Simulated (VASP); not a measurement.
Input of a VASP 6.6.1 run:

The input INCAR:

```
PREC = Accurate
ENCUT = 520
EDIFF = 1E-6
ISMEAR = 0
SIGMA = 0.1
LREAL = F
LASPH = T
NELM = 60
ALGO = Normal
ISIF = 2
LWAVE = F
LCHARG = F
GGA = PE
NBANDS = 32
```

Contents of KPOINTS:

```
Automatic mesh
0
Gamma
  6 6 4
```

The input POSCAR:

```
Zr3S2
1.0
    4.9837778814      0.0000000000      0.0000000000
   -2.4918889407      4.3160782521      0.0000000000
    0.0000000000      0.0000000000      4.8676849679
Zr S
3 2
Direct
    0.3333333333      0.6666666667      0.5000000000
    0.6666666667      0.3333333333      0.5000000000
    0.0000000000      0.0000000000      0.0000000000
    0.3333333333      0.6666666667      0.0000000000
    0.6666666667      0.3333333333      0.0000000000
```

Potentials or basis: VASP PAW PBE potentials, release 64 (Zr_sv, S).

Launch:

```console
$ cat potpaw_PBE.64/Zr_sv/POTCAR potpaw_PBE.64/S/POTCAR > POTCAR
$ mpirun -np 1 vasp_std > vasp.out
```

Q: Estimate the band gap on the k mesh.

A: Zero (bands 24 and 25 overlap by 1.29 eV).

Q: What does it give for the pressure?

A: 0.0 GPa.

Stress tensor (GPa, compression positive):
```
-0.07  0.00  0.00
 0.00 -0.07  0.00
 0.00  0.00  0.23
```
